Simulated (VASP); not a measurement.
Input of a VASP 6.6.1 run:

INCAR

```
SYSTEM = GeN
PREC = Accurate
ENCUT = 520
EDIFF = 1E-7
ISMEAR = 0
SIGMA = 0.02
LREAL = .FALSE.
LASPH = .TRUE.
NELM = 60
ALGO = Normal
ISIF = 2
LWAVE = .FALSE.
LCHARG = .FALSE.
GGA = PE
NBANDS = 27
```

KPOINTS

```
regular mesh
0
G
  10 10 10
  0 0 0
```

The input POSCAR:

```
GeN
1.0
   -1.5475668000      3.8289124000      2.5704006000
    1.5475668000     -3.8289124000      2.5704006000
    1.5475668000      3.8289124000     -2.5704006000
Ge N
2 2
Direct
    0.2707840000      0.6061380000      0.6646460000
    0.9414920000      0.6061380000      0.3353540000
    0.0111500000      0.2625785000      0.7485715000
    0.5140070000      0.2625785000      0.2514285000
```

Potentials or basis: VASP PAW PBE potentials, release 64 (Ge_d, N).

Launch:

```console
$ cat potpaw_PBE.64/Ge_d/POTCAR potpaw_PBE.64/N/POTCAR > POTCAR
$ mpirun -np 1 vasp_std > vasp.out
```

**Question.** What does it give for the largest force?

**Answer.** 0.026 eV/Å.

**Question.** What does it give for the pressure?

**Answer.** -0.3 GPa.

**Question.** What does it give for the band gap on the k mesh?

**Answer.** 0.67 eV.

Stress tensor (GPa, compression positive):
```
-0.48  0.00  0.00
 0.00 -0.15  0.00
 0.00  0.00 -0.40
```

A k mesh can miss the band edges.
